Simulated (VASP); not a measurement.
A run of VASP 6.6.1:

The input INCAR:

```
SYSTEM = Si16HC16
ALGO     = Normal         ! electronic algorithm
EDIFF    = 1E-6           ! SCF threshold, eV
ENCUT    = 520            ! plane-wave cutoff, eV
GGA      = PE             ! functional
ISIF     = 2              ! what is computed and relaxed
ISMEAR   = 0              ! smearing method
ISPIN    = 2              ! spin polarisation
LASPH    = .TRUE.         ! aspherical terms in the spheres
LCHARG   = .FALSE.        ! write CHGCAR
LORBIT   = 11             ! projections on sites
LREAL    = Auto         
LWAVE    = .FALSE.        ! write WAVECAR
MAGMOM   = 0 0 0 0 0 0 0 0 0 0 0 0 0 0 0 0 0 0 0 0 0 0 0 0 0 0 0 0 0 0 0 0 1 ! initial moments
NBANDS   = 90             ! bands
NELM     = 150            ! most SCF steps
PREC     = Accurate       ! precision mode
SIGMA    = 0.02           ! smearing width, eV
```

Contents of KPOINTS:

```
k-points
0
G
  2 2 2
  0 0 0
```

POSCAR

```
Si16HC16
1.0
    3.0919365181     -5.3553911431      0.0000000000
   -6.1838730361      0.0000000000      0.0000000000
    0.0000000000      0.0000000000    -10.1485845747
Si C H
16 16 1
Direct
    0.1667262594      0.3334567169      0.2506897648
    0.1669021933      0.3338086353      0.7488372414
    0.6664623266      0.3329287956      0.2490463130
    0.6664563857      0.3329170262      0.7490412937
    0.1667372907      0.8326444298      0.2507051250
    0.1669233594      0.8324635724      0.7488234108
    0.6659029204      0.8326444172      0.2507051809
    0.6655358406      0.8324635087      0.7488233324
    0.3304812343      0.1649187575      0.0002771646
    0.3331881103      0.1663064878      0.4995150423
    0.8344332822      0.1649187847      0.0002771565
    0.8331143320      0.1663064709      0.4995150397
    0.3331212415      0.6662465823      0.0005703297
    0.3331253692      0.6662549849      0.4998217192
    0.8344393359      0.6688828654      0.0002803691
    0.8331224313      0.6662489199      0.4995103601
    0.1680002738      0.3360048319      0.0636312508
    0.1665196302      0.3330432771      0.5612901959
    0.6664504370      0.3329051484      0.0611115508
    0.6664882158      0.3329803485      0.5611704196
    0.1680025148      0.8313499638      0.0636519595
    0.1665436736      0.8328888009      0.5612767451
    0.6633432835      0.8313500159      0.0636520165
    0.6663409094      0.8328886971      0.5612766628
    0.3333408092      0.1663651096      0.3117734933
    0.3337645147      0.1665591660      0.8105123554
    0.8330201653      0.1663650883      0.3117735180
    0.8327903310      0.1665590853      0.8105123460
    0.3331050923      0.6662145978      0.3128320161
    0.3331165732      0.6662374634      0.8117995136
    0.8330308312      0.6660658140      0.3117744293
    0.8328120953      0.6656285855      0.8105025305
   -0.0003211060     -0.0006378059      0.9228062019
```

Potentials or basis: VASP PAW PBE potentials, release 64 (Si, C, H).

Run with:

```console
$ cat potpaw_PBE.64/Si/POTCAR potpaw_PBE.64/C/POTCAR potpaw_PBE.64/H/POTCAR > POTCAR
$ mpirun -np 1 vasp_std > vasp.out
```

Hardware: 1 thread of Intel(R) Xeon(R) 6975P-C (Granite Rapids), on a shared host.

**Question.** Estimate the wall time of this run.

**Answer.** It took 6.4 min on 1 thread of Intel(R) Xeon(R) 6975P-C (Granite Rapids), with other jobs on the host, peak memory 0.68 GiB. Counts: scf iterations 16, k points 6.
